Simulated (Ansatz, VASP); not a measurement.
**One calculation of Cu, two programs**

INCAR

```
SYSTEM = Cu
ALGO     = Fast           ! electronic algorithm
EDIFF    = 1E-6           ! SCF threshold, eV
ENCUT    = 520            ! plane-wave cutoff, eV
GGA      = PE             ! functional
ISIF     = 2              ! what is computed and relaxed
ISMEAR   = 0              ! smearing method
LASPH    = .TRUE.         ! aspherical terms in the spheres
LCHARG   = .FALSE.        ! write CHGCAR
LREAL    = .FALSE.        ! projectors in reciprocal space
LWAVE    = .FALSE.        ! write WAVECAR
NBANDS   = 12             ! bands
NELM     = 80             ! most SCF steps
PREC     = Accurate       ! precision mode
SIGMA    = 0.15           ! smearing width, eV
```

The input KPOINTS:

```
k-points
0
G
  28 28 28
  0 0 0
```

POSCAR

```
Cu
1.0
    0.0000000000      1.7695022750      1.7241304218
    1.7695022750      0.0000000000      1.7241304218
    1.7695022750      1.7695022750      0.0000000000
Cu
1
Direct
    0.0000000000      0.0000000000      0.0000000000
```

Input for Ansatz:

```yaml
crystal:
  lattice:
    - [0.0, 1.769502275, 1.7241304218]
    - [1.769502275, 0.0, 1.7241304218]
    - [1.769502275, 1.769502275, 0.0]
  atoms:
    - { symbol: Cu, position: [0.0, 0.0, 0.0] }
basis:
  ecutwfc: 420
kpoints:
  mp_grid: { grid: [28, 28, 28] }
hamiltonian:
  xc: pbe
scf:
  occupations: { method: gaussian, width: 0.15 }
output:
  forces: true
  stress: true
  eigenvalues: true
```

Change from the starting cell: strain -0.025 along x and y, -0.050 along z, atoms carried along.

Alike in both runs: task single point; functional PBE; k mesh 28 × 28 × 28; occupations gaussian, width 0.15 eV; no spin polarisation.

|  | VASP | Ansatz |
| --- | --- | --- |
| version | VASP 6.6.1 | Ansatz 0.2.0 |
| potentials or method | VASP PAW PBE potentials, release 64 (Cu), cutoff 520 eV | scalar-relativistic, plane waves, PAW |
| valence electrons in the cell | 11 | 19 |

|  | VASP | Ansatz | Ansatz less VASP |
| --- | --- | --- | --- |
| gap on the k mesh at the Fermi level (eV) | none | none | - |
| pressure (GPa) | 19.4 | 18.6 | -0.87 |
| traceless stress, the component that is largest in VASP (GPa) | 1.19 | 1.20 | +0.004 |

A gap of «none» marks a metal or a gap that the smearing closes. VASP's potentials hold 11 valence electrons a cell and Ansatz's 19, so a difference there can come from the potentials and not from the codes.
